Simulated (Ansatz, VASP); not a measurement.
**One calculation of Si3N4, two programs**

```
CELL_PARAMETERS angstrom
7.61924 0.00000 0.00000
-3.80962 6.59845 0.00000
0.00000 0.00000 2.91131
ATOMIC_POSITIONS crystal
Si 0.17408 0.76784 0.25000
Si 0.40624 0.17408 0.75000
Si 0.23216 0.40624 0.25000
Si 0.82592 0.23216 0.75000
Si 0.59376 0.82592 0.25000
Si 0.76784 0.59376 0.75000
N 0.33333 0.66667 0.25000
N 0.66667 0.33333 0.75000
N 0.32994 0.02988 0.25000
N 0.30006 0.32994 0.75000
N 0.97012 0.30006 0.25000
N 0.67006 0.97012 0.75000
N 0.69994 0.67006 0.25000
N 0.02988 0.69994 0.75000
```

Alike in both runs: functional PBE; dispersion D3(BJ); k mesh 6 × 6 × 8; occupations gaussian, width 0.02 eV; no spin polarisation.

Ansatz relaxed the structure, and its values are those at the end. VASP's run is a single point on that final structure, the one shown.

|  | VASP | Ansatz |
| --- | --- | --- |
| version | VASP 6.6.1 | Ansatz 0.2.0 |
| potentials or method | VASP PAW PBE potentials, release 64 (Si, N), cutoff 520 eV | scalar-relativistic, plane waves, PAW |
| valence electrons in the cell | 64 | 64 |

```csv
,VASP,Ansatz,Ansatz less VASP
gap on the k mesh at the Fermi level (eV),4.32,4.33,+0.012
least direct gap on the mesh (eV),4.51,4.52,+0.011
pressure (GPa),-0.3,0.0,+0.29
```
